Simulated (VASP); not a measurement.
# Pd (P6/mmm) in VASP: notebook

The runs below take Pd through single point, with PBEsol.

Program: VASP 6.6.1. These are calculated values, not measurements. Logs are shortened: lines on timing, memory, paths and dates and some standing lists are left out, and cuts for length are marked.

## 1. The cell of the first run

The structure is hexagonal, space group P6/mmm (No. 191). Conventional cell: a = 4.241 Å, b = 4.241 Å, c = 2.524 Å, α = 90.00°, β = 90.00°, γ = 120.00°. Pd (site symmetry 6/mmm) has 14 Pd at 2.52 to 2.75 Å within 3.3 Å. Within 3.2 Å of Pd (site symmetry -6m2) lie 11 Pd at 2.45 to 2.75 Å.

This isn't the form of Pd at room conditions, which is fcc.

## 2. Single point, PBEsol (13.10 Å³/atom)

File INCAR:

```
PREC = Accurate
ENCUT = 520
EDIFF = 1E-6
ISMEAR = -1
SIGMA = 0.1
LREAL = F
LASPH = T
NELM = 60
ALGO = Normal
ISIF = 2
LWAVE = F
LCHARG = F
GGA = PS
NBANDS = 22
```

File KPOINTS:

```
Automatic mesh
0
Gamma
  9 9 13
```

File POSCAR:

```
Pd
1.0
    4.2410441921      0.0000000000      0.0000000000
   -2.1205220960      3.6728520089      0.0000000000
    0.0000000000      0.0000000000      2.5238671311
Pd
3
Direct
    0.0000000000      0.0000000000      0.0000000000
    0.3333333333      0.6666666667      0.5000000000
    0.6666666667      0.3333333333      0.5000000000
```

Potentials or basis: VASP PAW PBE potentials, release 64 (Pd).

Run with:

```sh
> cat potpaw_PBE.64/Pd/POTCAR > POTCAR
> mpirun -np 1 vasp_std > vasp.out
```

OUTCAR:

```text
PREC = Accurate
   ENCUT = 520
   EDIFF = 1E-6
   ISMEAR = -1
   LREAL = F
   LASPH = T
   NELM = 60
   ISIF = 2
   GGA = PS

 ion  position               nearest neighbor table
   1  0.000  0.000  0.000-   2 2.75   3 2.75   2 2.75   3 2.75   2 2.75   2 2.75   3 2.75   3 2.75
                             3 2.75   3 2.75   2 2.75   2 2.75
   2  0.333  0.667  0.500-   3 2.45   3 2.45   3 2.45   1 2.75   1 2.75   1 2.75   1 2.75   1 2.75
                             1 2.75
   3  0.667  0.333  0.500-   2 2.45   2 2.45   2 2.45   1 2.75   1 2.75   1 2.75   1 2.75   1 2.75
                             1 2.75

  LATTYP: Found a hexagonal cell.
 ALAT       =     4.2410441921
 C/A-ratio  =     0.5951051243

  Lattice vectors:

 A1 = (   4.2410441921,   0.0000000000,   0.0000000000)
 A2 = (  -2.1205220960,   3.6728520089,   0.0000000000)
 A3 = (   0.0000000000,   0.0000000000,   2.5238671311)

Analysis of symmetry for initial positions (statically):
=====================================================================
 Subroutine PRICEL returns:
 Original cell was already a primitive cell.

 Routine SETGRP: Setting up the symmetry group for a
 hexagonal supercell.

 Subroutine GETGRP returns: Found 24 space group operations
 (whereof 24 operations were pure point group operations)
 out of a pool of 24 trial point group operations.

The static configuration has the point symmetry D_6h.

Analysis of symmetry for dynamics (positions and initial velocities):
=====================================================================
 Subroutine PRICEL returns:
 Original cell was already a primitive cell.

 Routine SETGRP: Setting up the symmetry group for a
 hexagonal supercell.

 Subroutine GETGRP returns: Found 24 space group operations
 (whereof 24 operations were pure point group operations)
 out of a pool of 24 trial point group operations.

The dynamic configuration has the point symmetry D_6h.

 Subroutine INISYM returns: Found 24 space group operations
 (whereof 24 operations are pure point group operations),
 and found     1 'primitive' translations

----------------------------------------------------------------------------------------

                                     Primitive cell

  volume of cell :      39.3136

  direct lattice vectors                    reciprocal lattice vectors
     4.241044192  0.000000000  0.000000000     0.235790988  0.136133990  0.000000000
    -2.120522096  3.672852009  0.000000000     0.000000000  0.272267981  0.000000000
     0.000000000  0.000000000  2.523867131     0.000000000  0.000000000  0.396217371

  length of vectors
     4.241044192  4.241044192  2.523867131     0.272267981  0.272267981  0.396217371

  position of ions in fractional coordinates (direct lattice)
     0.000000000  0.000000000  0.000000000
     0.333333333  0.666666667  0.500000000
     0.666666667  0.333333333  0.500000000

  ion indices of the primitive-cell ions
   primitive index   ion index
                 1           1
                 2           2
                 3           3

----------------------------------------------------------------------------------------

 KPOINTS: Automatic mesh

Automatic generation of k-mesh.
 Grid dimensions read from file:
 generate k-points for:    9    9   13

 Generating k-lattice:

  Cartesian coordinates                     Fractional coordinates (reciprocal lattice)
     0.026198999  0.015125999  0.000000000     0.111111111  0.000000000  0.000000000
     0.000000000  0.030251998  0.000000000     0.000000000  0.111111111  0.000000000
     0.000000000  0.000000000  0.030478259     0.000000000  0.000000000  0.076923077

  Length of vectors
     0.030251998  0.030251998  0.030478259

  Shift w.r.t. Gamma in fractional coordinates (k-lattice)
     0.000000000  0.000000000  0.000000000

 Subroutine IBZKPT returns following result:
 ===========================================

 Found     84 irreducible k-points:

 Following reciprocal coordinates:
            Coordinates               Weight
  0.000000  0.000000  0.000000      1.000000
  0.111111  0.000000  0.000000      6.000000
  0.222222  0.000000  0.000000      6.000000
  0.333333 -0.000000  0.000000      6.000000
  0.444444  0.000000  0.000000      6.000000
  0.111111  0.111111  0.000000      6.000000
[... 16 lines left out ...]
  0.333333  0.222222  0.076923     24.000000
  0.333333  0.333333  0.076923      4.000000
 [... further k-points ...]
   k-points           NKPTS =     84   k-points in BZ     NKDIM =     84   number of bands    NBANDS=     22
   number of dos      NEDOS =    301   number of ions     NIONS =      3
   total plane-waves  NPLWV =  20480
   dimension x,y,z NGX =    32 NGY =   32 NGZ =   20
   dimension x,y,z NGXF=    64 NGYF=   64 NGZF=   40
   ions per type =               3
   NGX,Y,Z   is equivalent  to a cutoff of  12.54, 12.54, 13.17 a.u.
   NGXF,Y,Z  is equivalent  to a cutoff of  25.09, 25.09, 26.35 a.u.
 SYSTEM =  unknown system
   PREC   = accura    normal or accurate (medium, high low for compatibility)
   ISTART =      0    job   : 0-new  1-cont  2-samecut
   ICHARG =      2    charge: 1-file 2-atom 10-const
   ISPIN  =      1    spin polarized calculation?
   LNONCOLLINEAR =      F non collinear calculations
   LSORBIT =      F    spin-orbit coupling
   LASPH  =      T    aspherical Exc in radial PAW
   ENCUT  =  520.0 eV  38.22 Ry    6.18 a.u.   7.89  7.89  4.69*2*pi/ulx,y,z
   NELM   =     60;   NELMIN=  2; NELMDL= -5     # of ELM steps
   EDIFF  = 0.1E-05   stopping-criterion for ELM
   LREAL  =      F    real-space projection
[... 7 lines left out ...]
   TEBEG  =    0.0;   TEEND  =   0.0 temperature during run
   PSTRESS=    0.0 pullay stress
   NELECT =      30.0000    total number of electrons
   NUPDOWN=      -1.0000    fix difference up-down
   EMIN   =  10.00;   EMAX   =-10.00  energy-range for DOS
   EFERMI =   0.00;   METHOD = LEGACY
   ISMEAR =    -1;   SIGMA  =   0.10  broadening in eV -4-tet -1-fermi 0-gaus
   EFERMI_NEDOS =   21; number of points for ismear=-14 and -15
   IALGO  =     38    algorithm
   IMIX   =      4    mixing-type and parameters
     AMIX     =   0.40;   BMIX     =  1.00
     AMIX_MAG =   1.60;   BMIX_MAG =  1.00
  volume/ion in A,a.u.               =      13.10        88.43
  Fermi-wavevector in a.u.,A,eV,Ry     =   1.496009  2.827048 30.450442  2.238044
  Thomas-Fermi vector in A             =   2.608081
   LORBIT       =      0    0 simple, 1 ext, 2 COOP (PROOUT), +10 PAW based schemes
   GGA     = PS    functional components
   LHFCALC =     F    Hartree Fock is set to
   AEXX    =    0.0000 exact exchange contribution
   IVDW    =     0    specifies the selected vdW correction
   LEPSILON=     F    determine dielectric tensor
   LRPA    =     F    only Hartree local field effects (RPA)
 non-spin polarized calculation
  energy-cutoff  :      520.00
  volume of cell :       39.31
 maximum number of plane-waves:      1092
 NGX is ok and might be reduce to    32
   NGX = 15   NGY = 15   NGZ =  9

 number of electron      29.9999996 magnetization

 Free energy of the ion-electron system (eV)
  ---------------------------------------------------
  ext. energy  EPLUGINS =         0.00000000
  ---------------------------------------------------
  free energy    TOTEN  =       -17.10370330 eV

  energy without entropy =      -16.94421810  energy(sigma->0) =      -17.02396070

 E-fermi :  11.7980     XC(G=0): -14.1134

 val. band max:       11.7904633147   @ k =   0.2222   0.2222   0.4615
 cond. band min:      11.7996191214   @ k =   0.3333   0.1111   0.4615
 fundamental gap:      0.0091558067
 Fermi energy:        11.7979824580

 k-point     1 :       0.0000    0.0000    0.0000
  band No.  band energies     occupation
      1       3.5766      2.00000
      2       5.4648      2.00000
      3       7.3722      2.00000
      4       7.7954      2.00000
      5       7.7954      2.00000
      6       7.8137      2.00000
[... 14 lines left out ...]
     21      20.8982      0.00000
     22      21.2274      0.00000

 k-point     2 :       0.1111    0.0000    0.0000
  band No.  band energies     occupation
      1       3.7502      2.00000
      2       5.5248      2.00000
      3       7.0579      2.00000
      4       7.3163      2.00000
      5       7.3557      2.00000
      6       7.7750      2.00000
[... 14 lines left out ...]
     21      21.8655      0.00000
     22      22.6629      0.00000

 k-point     3 :       0.2222    0.0000    0.0000
  band No.  band energies     occupation
      1       4.2425      2.00000
      2       5.6709      2.00000
      3       6.3946      2.00000
      4       7.0767      2.00000
      5       7.0994      2.00000
      6       7.6524      2.00000
[... 14 lines left out ...]
     21      23.7509      0.00000
     22      24.8643      0.00000

 k-point     4 :       0.3333   -0.0000    0.0000
  band No.  band energies     occupation
      1       4.9478      2.00000
      2       5.6192      2.00000
      3       6.1736      2.00000
      4       6.8208      2.00000
      5       7.0137      2.00000
      6       7.4307      2.00000
[... 14 lines left out ...]
     21      25.5393      0.00000
     22      26.6791      0.00000

 k-point     5 :       0.4444    0.0000    0.0000
  band No.  band energies     occupation
      1       5.3053      2.00000
      2       5.7636      2.00000
      3       6.2342      2.00000
      4       6.7181      2.00000
      5       7.0267      2.00000
      6       7.1188      2.00000
[... 417 lines left out ...]
 k-point    22 :       0.2222    0.2222    0.0769
  band No.  band energies     occupation
      1       5.3061      2.00000
      2       5.7975      2.00000
      3       6.1959      2.00000
      4       6.5087      2.00000
      5       7.1659      2.00000
      6       7.6680      2.00000
[... 14 lines left out ...]
     21      27.5619      0.00000
     22      27.6636      0.00000

 k-point    23 :       0.3333    0.2222    0.0769
  band No.  band energies     occupation
      1       5.3507      2.00000
      2       5.9441      2.00000
      3       6.1043      2.00000
      4       6.7962      2.00000
      5       7.0217      2.00000
      6       7.5054      2.00000
[... 14 lines left out ...]
     21      27.0694      0.00000
     22      28.6922      0.00000

 k-point    24 :       0.3333    0.3333    0.0769
  band No.  band energies     occupation
      1       5.2875      2.00000
      2       6.0266      2.00000
      3       6.0266      2.00000
      4       6.9424      2.00000
      5       6.9424      2.00000
      6       7.4513      2.00000
[... 14 lines left out ...]
     21      25.1756      0.00000
     22      29.1543      0.00000

 [... further k-points ...]

------------------------ aborting loop because EDIFF is reached ----------------------------------------

  FORCE on cell =-STRESS in cart. coord.  units (eV):
  Direction    XX          YY          ZZ          XY          YZ          ZX
  --------------------------------------------------------------------------------------
  -------------------------------------------------------------------------------------
  Total        8.3891515      8.3891515      8.4892247      0.0000000     -0.0000000      0.0000000
  in kB      341.8896118    341.8896118    345.9679713      0.0000000     -0.0000000      0.0000000
  external PRESSURE =     343.2490650 kB  Pullay stress =       0.0000000 kB

 VOLUME and BASIS-vectors are now :
 -----------------------------------------------------------------------------
  energy-cutoff  :      520.00
  volume of cell :       39.31
      direct lattice vectors                 reciprocal lattice vectors
     4.241044192  0.000000000  0.000000000     0.235790988  0.136133990  0.000000000
    -2.120522096  3.672852009  0.000000000     0.000000000  0.272267981  0.000000000
     0.000000000  0.000000000  2.523867131     0.000000000  0.000000000  0.396217371

 POSITION                                       TOTAL-FORCE (eV/Angst)
 -----------------------------------------------------------------------------------
      0.00000      0.00000      0.00000        -0.000000      0.000000      0.000000
     -0.00000      2.44857      1.26193        -0.000000     -0.000000      0.000000
      2.12052      1.22428      1.26193         0.000000      0.000000      0.000000
 -----------------------------------------------------------------------------------
    total drift:                               -0.000000      0.000000      0.000000

  FREE ENERGIE OF THE ION-ELECTRON SYSTEM (eV)
  ---------------------------------------------------
  free  energy   TOTEN  =       -17.1037032971 eV

  energy  without entropy=      -16.9442180998  energy(sigma->0) =      -17.02396070
```

It took 21 s on 1 thread of Intel Xeon 6975P-C (Granite Rapids), shared host; peak memory 0.18 GiB.

Results:

* Free energy: -17.1037 eV
* Pressure: 34.3 GPa
* Band gap on the k mesh: zero (bands 15 and 16 overlap by 1.12 eV)

Levels at points of the mesh, in eV from the Fermi level:
```tsv
k point	band 11	band 12	band 13	band 14	band 15	band 16	band 17	band 18	band 19	band 20
(0.00, 0.00, 0.00)	-1.96	-1.96	-1.83	-1.83	0.21	0.21	8.18	8.18	8.19	8.19
```

Caveat: the cell stands under pressure; the PAW data sets were made with another functional, which shifts forces and pressure a little.

## 3. Single point, PBEsol (13.70 Å³/atom)

This run uses another cell than the first one, of 13.70 Å³/atom.

File INCAR:

```
  PREC = Accurate
  ENCUT = 520
  EDIFF = 1E-6
  ISMEAR = -1
  SIGMA = 0.1
  LREAL = F
  LASPH = T
  NELM = 60
  ALGO = Normal
  ISIF = 2
  LWAVE = F
  LCHARG = F
  GGA = PS
  NBANDS = 22
```

File KPOINTS:

```
regular mesh
0
Gamma
  9 9 13
```

File POSCAR:

```
Pd
1.0
    4.3043526927      0.0000000000      0.0000000000
   -2.1521763464      3.7276787787      0.0000000000
    0.0000000000      0.0000000000      2.5615423442
Pd
3
Direct
    0.0000000000      0.0000000000      0.0000000000
    0.3333333333      0.6666666667      0.5000000000
    0.6666666667      0.3333333333      0.5000000000
```

Potentials or basis: VASP PAW PBE potentials, release 64 (Pd).

Run with:

```sh
> cat potpaw_PBE.64/Pd/POTCAR > POTCAR
> mpirun -np 1 vasp_std > vasp.out
```

OUTCAR:

```text
PREC = Accurate
   ENCUT = 520
   EDIFF = 1E-6
   ISMEAR = -1
   LREAL = F
   LASPH = T
   NELM = 60
   ISIF = 2
   GGA = PS

 ion  position               nearest neighbor table
   1  0.000  0.000  0.000-   2 2.80   3 2.80   2 2.80   3 2.80   3 2.80   3 2.80   2 2.80   2 2.80
                             3 2.80   3 2.80   2 2.80   2 2.80
   2  0.333  0.667  0.500-   3 2.49   3 2.49   3 2.49   1 2.80   1 2.80   1 2.80   1 2.80   1 2.80
                             1 2.80
   3  0.667  0.333  0.500-   2 2.49   2 2.49   2 2.49   1 2.80   1 2.80   1 2.80   1 2.80   1 2.80
                             1 2.80
[... 798 lines left out ...]
  Direction    XX          YY          ZZ          XY          YZ          ZX
  --------------------------------------------------------------------------------------
  -------------------------------------------------------------------------------------
  Total        5.0320575      5.0320575      5.1406179     -0.0000000      0.0000000      0.0000000
  in kB      196.1590295    196.1590295    200.3909173     -0.0000000      0.0000000      0.0000000
  external PRESSURE =     197.5696588 kB  Pullay stress =       0.0000000 kB

 VOLUME and BASIS-vectors are now :
 -----------------------------------------------------------------------------
  energy-cutoff  :      520.00
  volume of cell :       41.10
      direct lattice vectors                 reciprocal lattice vectors
     4.304352693  0.000000000  0.000000000     0.232322970  0.134131729  0.000000000
    -2.152176346  3.727678779  0.000000000     0.000000000  0.268263458  0.000000000
     0.000000000  0.000000000  2.561542344     0.000000000  0.000000000  0.390389799

 POSITION                                       TOTAL-FORCE (eV/Angst)
 -----------------------------------------------------------------------------------
      0.00000      0.00000      0.00000        -0.000000      0.000000      0.000000
     -0.00000      2.48512      1.28077        -0.000000     -0.000000      0.000000
      2.15218      1.24256      1.28077         0.000000      0.000000      0.000000
 -----------------------------------------------------------------------------------
    total drift:                               -0.000000      0.000000      0.000000

  FREE ENERGIE OF THE ION-ELECTRON SYSTEM (eV)
  ---------------------------------------------------
  free  energy   TOTEN  =       -17.4031794488 eV

  energy  without entropy=      -17.2367683974  energy(sigma->0) =      -17.31997392
```

OSZICAR:

```text
N       E                     dE             d eps       ncg     rms          rms(c)
DAV:   1     0.193500605519E+03    0.19350E+03   -0.15197E+04  3696   0.134E+03
DAV:   2    -0.143667503584E+02   -0.20787E+03   -0.19583E+03  3968   0.313E+02
DAV:   3    -0.184778482958E+02   -0.41111E+01   -0.40722E+01  4200   0.496E+01
DAV:   4    -0.185115248476E+02   -0.33677E-01   -0.33670E-01  4248   0.435E+00
DAV:   5    -0.185120742749E+02   -0.54943E-03   -0.54942E-03  4332   0.602E-01    0.183E+01
DAV:   6    -0.174852408823E+02    0.10268E+01   -0.24967E+00  4062   0.141E+01    0.867E+00
DAV:   7    -0.174861527754E+02   -0.91189E-03   -0.46544E-01  4236   0.676E+00    0.456E+00
DAV:   8    -0.174250988905E+02    0.61054E-01   -0.46487E-01  4068   0.793E+00    0.315E+00
DAV:   9    -0.174032705307E+02    0.21828E-01   -0.56733E-02  4008   0.257E+00    0.234E-01
DAV:  10    -0.174031727982E+02    0.97732E-04   -0.10610E-03  4392   0.279E-01    0.466E-02
DAV:  11    -0.174031783493E+02   -0.55511E-05   -0.44269E-05  4302   0.646E-02    0.170E-02
DAV:  12    -0.174031799702E+02   -0.16210E-05   -0.57779E-06  4128   0.221E-02    0.625E-03
DAV:  13    -0.174031794488E+02    0.52149E-06   -0.74070E-07  2520   0.912E-03
   1 F= -.17403179E+02 E0= -.17319974E+02  d E =-.166411E+00
```

stdout:

```text
POSCAR found type information on POSCAR Pd
 POSCAR found :  1 types and       3 ions
 scaLAPACK will be used
 -----------------------------------------------------------------------------
|                                                                             |
|                                                                             |
|     You enforced a specific xc type in the INCAR file but a different       |
|     I HOPE YOU KNOW WHAT YOU ARE DOING!                                     |
|                                                                             |
 -----------------------------------------------------------------------------

 LDA part: xc-table for (Slater+PW92), standard interpolation
 POSCAR, INCAR and KPOINTS ok, starting setup
 FFT: planning ... GRIDC
 FFT: planning ... GRID_SOFT
 FFT: planning ... GRID
 WAVECAR not read
 entering main loop
```

Wall time 24 s (1 thread of Intel Xeon 6975P-C (Granite Rapids), shared host); peak memory 0.19 GiB.

Results:

* Free energy: -17.4032 eV
* Pressure: 19.8 GPa
* Band gap on the k mesh: zero (bands 15 and 16 overlap by 1.03 eV)

Stress tensor (GPa, compression positive):
```
19.62  0.00  0.00
 0.00 19.62  0.00
 0.00  0.00 20.04
```

Levels at points of the mesh, in eV from the Fermi level:
```
           k point  band 12  band 13  band 14  band 15  band 16  band 17  band 18  band 19
(0.00, 0.00, 0.00)    -1.83    -1.70    -1.70     0.18     0.18     7.92     7.92     7.92
```

Caveat: the cell stands under pressure; the PAW data sets were made with another functional, which shifts forces and pressure a little.

(Part 1 of 2 ends here.)
